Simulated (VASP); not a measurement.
# SnO (F-43m) in VASP: a series of runs

The runs below take SnO through single point, with PBE.

Program: VASP 6.6.1. These are calculated values, not measurements. Logs are shortened: lines on timing, memory, paths and dates and some standing lists are left out, and cuts for length are marked.

## 1. The cell of the first run

It takes space group F-43m (No. 216, cubic). Conventional cell: a = 5.147 Å, b = 5.147 Å, c = 5.147 Å, α = 90.00°, β = 90.00°, γ = 90.00°. Within 2.9 Å of Sn (site symmetry -43m) lie 4 O at 2.23 Å. Within 2.9 Å of O (site symmetry -43m) lie 4 Sn at 2.23 Å.

## 2. Single point, PBE

Contents of INCAR:

```
SYSTEM = SnO
PREC     = Accurate       ! precision mode
ENCUT    = 520            ! plane-wave cutoff, eV
EDIFF    = 1E-6           ! SCF threshold, eV
ISMEAR   = 0              ! smearing method
SIGMA    = 0.1            ! smearing width, eV
LREAL    = .FALSE.        ! projectors in reciprocal space
LASPH    = .TRUE.         ! aspherical terms in the spheres
NELM     = 100            ! most SCF steps
ALGO     = Normal         ! electronic algorithm
ISIF     = 2              ! what is computed and relaxed
LWAVE    = .FALSE.        ! write WAVECAR
LCHARG   = .FALSE.        ! write CHGCAR
GGA      = PE             ! functional
NBANDS   = 17             ! bands
```

Contents of KPOINTS:

```
regular mesh
0
G
  6 6 6
  0 0 0
```

Contents of POSCAR:

```
SnO
1.0
    0.0000000000      2.5733001000      2.5733001000
    2.5733001000      0.0000000000      2.5733001000
    2.5733001000      2.5733001000      0.0000000000
Sn O
1 1
Direct
    0.7500000000      0.7500000000      0.7500000000
    0.0000000000      0.0000000000      0.0000000000
```

Potentials or basis: VASP PAW PBE potentials, release 64 (Sn_d, O).

The run is started by

```console
> cat potpaw_PBE.64/Sn_d/POTCAR potpaw_PBE.64/O/POTCAR > POTCAR
> mpirun -np 1 vasp_std > vasp.out
```

OUTCAR:

```text
SYSTEM = SnO
   PREC = Accurate
   ENCUT = 520
   EDIFF = 1E-6
   ISMEAR = 0
   LREAL = .FALSE.
   LASPH = .TRUE.
   NELM = 100
   ISIF = 2
   GGA = PE

 ion  position               nearest neighbor table
   1  0.750  0.750  0.750-   2 2.23   2 2.23   2 2.23   2 2.23
   2  0.000  0.000  0.000-   1 2.23   1 2.23   1 2.23   1 2.23

  LATTYP: Found a face centered cubic cell.
 ALAT       =     5.1466002000

  Lattice vectors:

 A1 = (   0.0000000000,   2.5733001000,   2.5733001000)
 A2 = (   2.5733001000,   0.0000000000,   2.5733001000)
 A3 = (   2.5733001000,   2.5733001000,   0.0000000000)

Analysis of symmetry for initial positions (statically):
=====================================================================
 Subroutine PRICEL returns:
 Original cell was already a primitive cell.

 Routine SETGRP: Setting up the symmetry group for a
 face centered cubic supercell.

 Subroutine GETGRP returns: Found 24 space group operations
 (whereof 24 operations were pure point group operations)
 out of a pool of 48 trial point group operations.

The static configuration has the point symmetry T_d .

Analysis of symmetry for dynamics (positions and initial velocities):
=====================================================================
 Subroutine PRICEL returns:
 Original cell was already a primitive cell.

 Routine SETGRP: Setting up the symmetry group for a
 face centered cubic supercell.

 Subroutine GETGRP returns: Found 24 space group operations
 (whereof 24 operations were pure point group operations)
 out of a pool of 48 trial point group operations.

The dynamic configuration has the point symmetry T_d .

 Subroutine INISYM returns: Found 24 space group operations
 (whereof 24 operations are pure point group operations),
 and found     1 'primitive' translations

----------------------------------------------------------------------------------------

                                     Primitive cell

  volume of cell :      34.0801

  direct lattice vectors                    reciprocal lattice vectors
     0.000000000  2.573300100  2.573300100    -0.194303027  0.194303027  0.194303027
     2.573300100  0.000000000  2.573300100     0.194303027 -0.194303027  0.194303027
     2.573300100  2.573300100  0.000000000     0.194303027  0.194303027 -0.194303027

  length of vectors
     3.639195901  3.639195901  3.639195901     0.336542716  0.336542716  0.336542716

  position of ions in fractional coordinates (direct lattice)
     0.750000000  0.750000000  0.750000000
     0.000000000  0.000000000  0.000000000

  ion indices of the primitive-cell ions
   primitive index   ion index
                 1           1
                 2           2

----------------------------------------------------------------------------------------

 KPOINTS: regular mesh

Automatic generation of k-mesh.
 Grid dimensions read from file:
 generate k-points for:    6    6    6

 Generating k-lattice:

  Cartesian coordinates                     Fractional coordinates (reciprocal lattice)
    -0.032383838  0.032383838  0.032383838     0.166666667  0.000000000  0.000000000
     0.032383838 -0.032383838  0.032383838     0.000000000  0.166666667  0.000000000
     0.032383838  0.032383838 -0.032383838     0.000000000  0.000000000  0.166666667

  Length of vectors
     0.056090453  0.056090453  0.056090453

  Shift w.r.t. Gamma in fractional coordinates (k-lattice)
     0.000000000  0.000000000  0.000000000

 Subroutine IBZKPT returns following result:
 ===========================================

 Found     16 irreducible k-points:

 Following reciprocal coordinates:
            Coordinates               Weight
  0.000000  0.000000  0.000000      1.000000
  0.166667  0.000000  0.000000      8.000000
  0.333333  0.000000  0.000000      8.000000
  0.500000  0.000000  0.000000      4.000000
  0.166667  0.166667  0.000000      6.000000
  0.333333  0.166667  0.000000     24.000000
[... 8 lines left out ...]
 -0.333333  0.333333  0.166667     24.000000
 -0.333333  0.500000  0.166667     12.000000
   k-points           NKPTS =     16   k-points in BZ     NKDIM =     16   number of bands    NBANDS=     17
   number of dos      NEDOS =    301   number of ions     NIONS =      2
   total plane-waves  NPLWV =  21952
   dimension x,y,z NGX =    28 NGY =   28 NGZ =   28
   dimension x,y,z NGXF=    56 NGYF=   56 NGZF=   56
   ions per type =               1   1
   NGX,Y,Z   is equivalent  to a cutoff of  12.79, 12.79, 12.79 a.u.
   NGXF,Y,Z  is equivalent  to a cutoff of  25.58, 25.58, 25.58 a.u.
 SYSTEM =  SnO
   PREC   = accura    normal or accurate (medium, high low for compatibility)
   ISTART =      0    job   : 0-new  1-cont  2-samecut
   ICHARG =      2    charge: 1-file 2-atom 10-const
   ISPIN  =      1    spin polarized calculation?
   LNONCOLLINEAR =      F non collinear calculations
   LSORBIT =      F    spin-orbit coupling
   LASPH  =      T    aspherical Exc in radial PAW
   ENCUT  =  520.0 eV  38.22 Ry    6.18 a.u.   6.77  6.77  6.77*2*pi/ulx,y,z
   NELM   =    100;   NELMIN=  2; NELMDL= -5     # of ELM steps
   EDIFF  = 0.1E-05   stopping-criterion for ELM
   LREAL  =      F    real-space projection
   EDIFFG = 0.1E-04   stopping-criterion for IOM
   NSW    =      0    number of steps for IOM
   IBRION =     -1    ionic relax: 0-MD 1-quasi-New 2-CG
   NFREE  =      0    steps in history (QN), initial steepest desc. (CG)
   ISIF   =      2    stress and relaxation
   ISYM   =      2    0-nonsym 1-usesym 2-fastsym
   POTIM  = 0.5000    time-step for ionic-motion
   TEBEG  =    0.0;   TEEND  =   0.0 temperature during run
   PSTRESS=    0.0 pullay stress
   NELECT =      20.0000    total number of electrons
   NUPDOWN=      -1.0000    fix difference up-down
   EMIN   =  10.00;   EMAX   =-10.00  energy-range for DOS
   EFERMI =   0.00;   METHOD = LEGACY
   ISMEAR =     0;   SIGMA  =   0.10  broadening in eV -4-tet -1-fermi 0-gaus
   EFERMI_NEDOS =   21; number of points for ismear=-14 and -15
   IALGO  =     38    algorithm
   IMIX   =      4    mixing-type and parameters
     AMIX     =   0.40;   BMIX     =  1.00
     AMIX_MAG =   1.60;   BMIX_MAG =  1.00
  volume/ion in A,a.u.               =      17.04       114.99
  Fermi-wavevector in a.u.,A,eV,Ry     =   1.370622  2.590100 25.559972  1.878605
  Thomas-Fermi vector in A             =   2.496392
   LORBIT       =      0    0 simple, 1 ext, 2 COOP (PROOUT), +10 PAW based schemes
   GGA     = PE    functional components
   LHFCALC =     F    Hartree Fock is set to
   AEXX    =    0.0000 exact exchange contribution
   IVDW    =     0    specifies the selected vdW correction
   LEPSILON=     F    determine dielectric tensor
   LRPA    =     F    only Hartree local field effects (RPA)
 non-spin polarized calculation
 Gauss-broadening in eV      SIGMA  =   0.10
  energy-cutoff  :      520.00
  volume of cell :       34.08
 maximum number of plane-waves:       941
   NGX = 13   NGY = 13   NGZ = 13

 number of electron      19.9999995 magnetization

 Free energy of the ion-electron system (eV)
  ---------------------------------------------------
  ext. energy  EPLUGINS =         0.00000000
  ---------------------------------------------------
  free energy    TOTEN  =       -10.13739178 eV

  energy without entropy =      -10.13221335  energy(sigma->0) =      -10.13480256

 E-fermi :   8.3166     XC(G=0): -10.4655

 val. band max:        8.2891281881   @ k =  -0.3333   0.5000   0.1667
 cond. band min:       8.3923090546   @ k =  -0.3333   0.5000   0.1667
 fundamental gap:      0.1031808665
 Fermi energy:         8.3166198105

 k-point     1 :       0.0000    0.0000    0.0000
  band No.  band energies     occupation
      1     -14.0108      2.00000
      2     -14.0108      2.00000
      3     -14.0108      2.00000
      4     -13.9147      2.00000
      5     -13.9147      2.00000
      6     -12.3146      2.00000
[... 9 lines left out ...]
     16      19.9120      0.00000
     17      19.9120      0.00000

 k-point     2 :       0.1667    0.0000    0.0000
  band No.  band energies     occupation
      1     -14.1100      2.00000
      2     -13.9973      2.00000
      3     -13.9973      2.00000
      4     -13.9136      2.00000
      5     -13.9136      2.00000
      6     -12.0512      2.00000
[... 9 lines left out ...]
     16      19.0852      0.00000
     17      20.6745      0.00000

 k-point     3 :       0.3333    0.0000    0.0000
  band No.  band energies     occupation
      1     -14.2689      2.00000
      2     -13.9837      2.00000
      3     -13.9837      2.00000
      4     -13.8977      2.00000
      5     -13.8977      2.00000
      6     -11.5230      2.00000
[... 9 lines left out ...]
     16      19.1994      0.00000
     17      22.4098      0.00000

 k-point     4 :       0.5000    0.0000    0.0000
  band No.  band energies     occupation
      1     -14.3362      2.00000
      2     -13.9833      2.00000
      3     -13.9833      2.00000
      4     -13.8832      2.00000
      5     -13.8832      2.00000
      6     -11.2448      2.00000
[... 9 lines left out ...]
     16      19.8115      0.00000
     17      21.8613      0.00000

 k-point     5 :       0.1667    0.1667    0.0000
  band No.  band energies     occupation
      1     -14.1516      2.00000
      2     -13.9817      2.00000
      3     -13.9817      2.00000
      4     -13.9275      2.00000
      5     -13.9051      2.00000
      6     -11.9726      2.00000
[... 9 lines left out ...]
     16      21.4375      0.00000
     17      21.4375      0.00000

 k-point     6 :       0.3333    0.1667    0.0000
  band No.  band energies     occupation
      1     -14.2747      2.00000
      2     -13.9692      2.00000
      3     -13.9608      2.00000
      4     -13.9278      2.00000
      5     -13.8915      2.00000
      6     -11.5459      2.00000
[... 9 lines left out ...]
     16      21.1205      0.00000
     17      22.5435      0.00000

 k-point     7 :       0.5000    0.1667    0.0000
  band No.  band energies     occupation
      1     -14.3501      2.00000
      2     -13.9766      2.00000
      3     -13.9595      2.00000
      4     -13.9065      2.00000
      5     -13.8825      2.00000
      6     -11.1779      2.00000
[... 9 lines left out ...]
     16      20.6514      0.00000
     17      22.6637      0.00000

 k-point     8 :      -0.3333    0.1667    0.0000
  band No.  band energies     occupation
      1     -14.3259      2.00000
      2     -13.9787      2.00000
      3     -13.9627      2.00000
      4     -13.9038      2.00000
      5     -13.8954      2.00000
      6     -11.2652      2.00000
[... 9 lines left out ...]
     16      20.2023      0.00000
     17      23.0918      0.00000

 k-point     9 :      -0.1667    0.1667    0.0000
  band No.  band energies     occupation
      1     -14.2175      2.00000
      2     -13.9809      2.00000
      3     -13.9802      2.00000
      4     -13.9208      2.00000
      5     -13.9018      2.00000
      6     -11.7084      2.00000
[... 9 lines left out ...]
     16      20.2213      0.00000
     17      22.1912      0.00000

 k-point    10 :       0.3333    0.3333    0.0000
  band No.  band energies     occupation
      1     -14.3586      2.00000
      2     -13.9565      2.00000
      3     -13.9220      2.00000
      4     -13.9220      2.00000
      5     -13.8858      2.00000
      6     -11.3191      2.00000
[... 9 lines left out ...]
     16      23.3401      0.00000
     17      24.8156      0.00000

 k-point    11 :       0.5000    0.3333    0.0000
  band No.  band energies     occupation
      1     -14.4060      2.00000
      2     -13.9618      2.00000
      3     -13.9166      2.00000
      4     -13.9120      2.00000
      5     -13.8805      2.00000
      6     -11.0489      2.00000
[... 9 lines left out ...]
     16      22.8545      0.00000
     17      24.0293      0.00000

 k-point    12 :      -0.3333    0.3333    0.0000
  band No.  band energies     occupation
      1     -14.3833      2.00000
      2     -13.9667      2.00000
      3     -13.9224      2.00000
      4     -13.9180      2.00000
      5     -13.8999      2.00000
      6     -11.0189      2.00000
[... 9 lines left out ...]
     16      21.9825      0.00000
     17      23.2065      0.00000

 k-point    13 :       0.5000    0.5000    0.0000
  band No.  band energies     occupation
      1     -14.4422      2.00000
      2     -13.9722      2.00000
      3     -13.8913      2.00000
      4     -13.8913      2.00000
      5     -13.8762      2.00000
      6     -10.9858      2.00000
[... 9 lines left out ...]
     16      24.2822      0.00000
     17      25.3351      0.00000

 k-point    14 :       0.5000    0.3333    0.1667
  band No.  band energies     occupation
      1     -14.3528      2.00000
      2     -13.9647      2.00000
      3     -13.9430      2.00000
      4     -13.9182      2.00000
      5     -13.8900      2.00000
      6     -11.2019      2.00000
[... 9 lines left out ...]
     16      21.3525      0.00000
     17      23.8344      0.00000

 k-point    15 :      -0.3333    0.3333    0.1667
  band No.  band energies     occupation
      1     -14.3825      2.00000
      2     -13.9694      2.00000
      3     -13.9371      2.00000
      4     -13.9095      2.00000
      5     -13.8916      2.00000
      6     -11.0189      2.00000
[... 9 lines left out ...]
     16      22.1148      0.00000
     17      23.3616      0.00000

 k-point    16 :      -0.3333    0.5000    0.1667
  band No.  band energies     occupation
      1     -14.4127      2.00000
      2     -13.9571      2.00000
      3     -13.9385      2.00000
      4     -13.8942      2.00000
      5     -13.8869      2.00000
      6     -10.9530      2.00000
[... 9 lines left out ...]
     16      21.4335      0.00000
     17      23.5583      0.00000

------------------------ aborting loop because EDIFF is reached ----------------------------------------

  FORCE on cell =-STRESS in cart. coord.  units (eV):
  Direction    XX          YY          ZZ          XY          YZ          ZX
  --------------------------------------------------------------------------------------
  -------------------------------------------------------------------------------------
  Total        3.3340597      3.3340597      3.3340597      0.0000000      0.0000000      0.0000000
  in kB      156.7410123    156.7410123    156.7410123      0.0000000      0.0000000      0.0000000
  external PRESSURE =     156.7410123 kB  Pullay stress =       0.0000000 kB

 VOLUME and BASIS-vectors are now :
 -----------------------------------------------------------------------------
  energy-cutoff  :      520.00
  volume of cell :       34.08
      direct lattice vectors                 reciprocal lattice vectors
     0.000000000  2.573300100  2.573300100    -0.194303027  0.194303027  0.194303027
     2.573300100  0.000000000  2.573300100     0.194303027 -0.194303027  0.194303027
     2.573300100  2.573300100  0.000000000     0.194303027  0.194303027 -0.194303027

 POSITION                                       TOTAL-FORCE (eV/Angst)
 -----------------------------------------------------------------------------------
      3.85995      3.85995      3.85995         0.000000      0.000000      0.000000
      0.00000      0.00000      0.00000        -0.000000     -0.000000     -0.000000
 -----------------------------------------------------------------------------------
    total drift:                               -0.000000     -0.000000     -0.000000

  FREE ENERGIE OF THE ION-ELECTRON SYSTEM (eV)
  ---------------------------------------------------
  free  energy   TOTEN  =       -10.1373917769 eV

  energy  without entropy=      -10.1322133512  energy(sigma->0) =      -10.13480256
```

Wall time 6.2 s (1 thread of Intel Xeon 6975P-C, shared host); peak memory 0.16 GiB.

Results:

* Free energy: -10.1374 eV
* Pressure: 15.7 GPa
* Band gap on the k mesh: zero (band 10 reaches 8.29 eV, above the bottom of band 11 at 8.25 eV)

Caveat: spin-orbit coupling is left out, which moves the levels of the heavy elements.

## 3. Single point, PBE

This run uses another cell than the first one: it holds 4 atoms, not 2.

Contents of INCAR:

```
SYSTEM = SnO
PREC = Accurate
ENCUT = 600
EDIFF = 1E-6
ISMEAR = 0
SIGMA = 0.2
LREAL = .FALSE.
LASPH = .TRUE.
NELM = 120
ALGO = Normal
ISIF = 2
LWAVE = .FALSE.
LCHARG = .FALSE.
GGA = PE
NBANDS = 28
GGA_COMPAT = .FALSE.
```

Contents of KPOINTS:

```
Automatic mesh
0
G
  6 6 6
  0 0 0
```

Contents of POSCAR:

```
SnO
1.0
    0.0000000000     -2.7393247742     -2.7393247742
   -2.7393247742      0.0000000000     -2.7393247742
    2.7393247742      2.7393247742     -5.4786495484
Sn O
2 2
Direct
    0.6250000000      0.6250000000      0.1250000000
    0.1250000000      0.1250000000      0.6250000000
    0.5000000000      0.5000000000      0.5000000000
    1.0000000000      0.0000000000      0.0000000000
```

Potentials or basis: VASP PAW PBE potentials, release 64 (Sn_d, O).

The run is started by

```console
> cat potpaw_PBE.64/Sn_d/POTCAR potpaw_PBE.64/O/POTCAR > POTCAR
> mpirun -np 1 vasp_std > vasp.out
```

Run time: 56 s. Hardware: 1 thread of Intel Xeon 6975P-C, shared host; peak memory 0.26 GiB.

Results (log left out):

```yaml
Free_energy: -20.9307 eV
Pressure: 0.0 GPa
Band_gap_on_the_k_mesh: zero (band 20 reaches 5.67 eV, above the bottom of band 21 at 5.52 eV)
```

Levels at points of the mesh, in eV from the Fermi level:
```tsv
k point	band 16	band 17	band 18	band 19	band 20	band 21	band 22	band 23	band 24	band 25
(0.00, 0.00, 0.00)	-3.89	-3.48	-3.48	-3.48	-2.37	1.68	4.38	4.38	4.38	4.53
(0.50, 0.00, 0.00)	-4.89	-4.27	-4.27	-0.92	-0.92	1.20	1.20	3.48	3.48	4.83
(0.50, 0.50, 0.00)	-4.61	-3.89	-3.89	-2.37	-0.54	-0.20	1.68	4.53	4.53	5.11
(0.00, 0.00, 0.50)	-3.70	-3.70	-3.70	-2.77	-2.77	2.44	2.44	4.55	4.55	4.55
```

Caveat: spin-orbit coupling is left out, which moves the levels of the heavy elements.
